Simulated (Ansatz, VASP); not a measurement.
BiTe: VASP beside Ansatz

INCAR

```
SYSTEM = BiTe
ALGO = Normal ; EDIFF = 1E-6
ENCUT = 500 ; GGA = PS
GGA_COMPAT = .FALSE. ; ISIF = 2
ISMEAR = 0 ; LASPH = .TRUE.
LCHARG = .TRUE. ; LELF = .TRUE.
LREAL = .FALSE. ; LVHAR = .TRUE.
LWAVE = .FALSE. ; NBANDS = 18
NELM = 120 ; PREC = Accurate
SIGMA = 0.15
```

Contents of KPOINTS:

```
k-points
0
G
  14 14 14
  0 0 0
```

Contents of POSCAR:

```
BiTe
1.0
    0.0000000000      3.2471312500      3.2471312500
    3.2350000000      0.0121312500      3.2350000000
    3.2350000000      3.2350000000      0.0121312500
Bi Te
1 1
Direct
    0.0000000000      0.0000000000      0.0000000000
    0.5000000000      0.5000000000      0.5000000000
```

Input for Ansatz:

```yaml
crystal:
  lattice:
    - [0.0, 3.24713125, 3.24713125]
    - [3.235, 0.01213125, 3.235]
    - [3.235, 3.235, 0.01213125]
  atoms:
    - { symbol: Bi, position: [0.0, 0.0, 0.0] }
    - { symbol: Te, position: [0.5, 0.5, 0.5] }
basis:
  ecutwfc: 420
kpoints:
  mp_grid: { grid: [14, 14, 14] }
hamiltonian:
  xc: pbesol
scf:
  occupations: { method: gaussian, width: 0.15 }
output:
  forces: true
  stress: true
  eigenvalues: true
```

Change from the starting cell: strain +0.0075 x Voigt [0, 0, 0, 1, 0, 0], atoms carried along.

Alike in both runs: task single point; functional PBEsol; k mesh 14 × 14 × 14; occupations gaussian, width 0.15 eV; no spin polarisation.

|  | VASP | Ansatz |
| --- | --- | --- |
| version | VASP 6.6.1 | Ansatz 0.2.0 |
| potentials or method | VASP PAW PBE potentials, release 64 (Bi_d, Te), cutoff 500 eV | scalar-relativistic, plane waves, PAW |
| valence electrons in the cell | 21 | 31 |

```tsv
	VASP	Ansatz	Ansatz less VASP
gap on the k mesh at the Fermi level (eV)	none	none	-
pressure (GPa)	-1.7	-1.7	+0.02
```

VASP's potentials were made for PBE, not for PBEsol. A gap of «none» marks a metal or a gap that the smearing closes. The functional is the same, so the differences come from potentials, cutoffs and numerics. VASP's potentials hold 21 valence electrons a cell and Ansatz's 31, so a difference there can come from the potentials and not from the codes.

Neither program's run includes spin-orbit coupling.
